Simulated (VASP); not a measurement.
## K16Na (a cell with a defect): single point with r2SCAN

K16Na (a cell with a defect):

```xyz
17
Lattice="10.4600 0.0000 0.0000 0.0000 10.4600 0.0000 0.0000 0.0000 10.4600" Properties=species:S:1:pos:R:3 pbc="T T T"
K     0.3212   -0.0646   -0.4930
K     4.4042    0.3198   -0.2689
K    -0.7021    5.4297    0.0708
K     0.3324   -0.4315    5.0848
K     2.6522    2.0099    2.6768
K     4.9065    5.5216    0.4478
K     5.4161   -0.4656    5.7042
K     8.2956    1.8440    2.9523
K     0.3835    5.3912    5.0735
K     2.1942    7.7623    2.6723
K     2.4288    2.5032    7.5852
K     5.0767    5.9783    5.1430
K     7.8074    7.7458    2.4571
K     8.1090    2.3903    7.5496
K     2.4771    7.4270    8.0293
K     8.1637    7.7267    7.7735
Na    6.4110    2.9140   -0.2057
```

```
Program                : VASP 6.6.1
Task                   : single point
Functional             : r2SCAN
Potentials or basis    : VASP PAW PBE potentials, release 64 (K_sv, Na_pv)
Cutoff                 : 520 eV
k mesh                 : 1 × 1 × 1
Occupations            : fermi-dirac, width 0.15 eV
Spin                   : no spin polarisation
Dipole correction      : no
Further INCAR settings : LREAL = Auto; ALGO = Normal; EDIFF = 1e-06; NBANDS = 90
```

| Item | Value |
| --- | --- |
| Pressure | 0.8 GPa |
| Largest force | 0.567 eV/Å |
| Band gap on the k mesh | zero (an odd number of electrons rules out a gap without spin polarisation) |

Forces on the atoms (eV/Å):
```
K   -0.302 -0.005  0.158
K    0.224 -0.520  0.033
K    0.244 -0.326  0.017
K   -0.056  0.003  0.210
K    0.066  0.292  0.092
K   -0.254  0.288 -0.016
K   -0.132  0.170 -0.096
K   -0.111  0.163 -0.088
K   -0.212 -0.229  0.014
K    0.122  0.091 -0.229
K    0.097  0.237 -0.072
K    0.090 -0.401  0.040
K   -0.031  0.207  0.038
K    0.128  0.054 -0.299
K    0.030  0.010  0.033
K   -0.120  0.019  0.009
Na   0.218 -0.053  0.156
```

Stress tensor (GPa, compression positive):
```
 0.72 -0.07 -0.11
-0.07  0.82  0.08
-0.11  0.08  0.76
```

Levels at points of the mesh, in eV from the Fermi level:
```tsv
k point	band 72	band 73	band 74	band 75	band 76	band 77
(0.00, 0.00, 0.00)	-1.00	-0.96	-0.93	0.08	0.18	0.20
```

It took 13 min on 1 thread of Intel(R) Xeon(R) Platinum 8259CL CPU @ 2.50GHz (Skylake/Cascade Lake), on a shared host, peak memory 1.1 GiB.

Caveat: the k points lie up to 0.60 Å⁻¹ apart, too coarse for converged energies and pressures of a metal; the PAW data sets were made with another functional, which shifts forces and pressure a little.
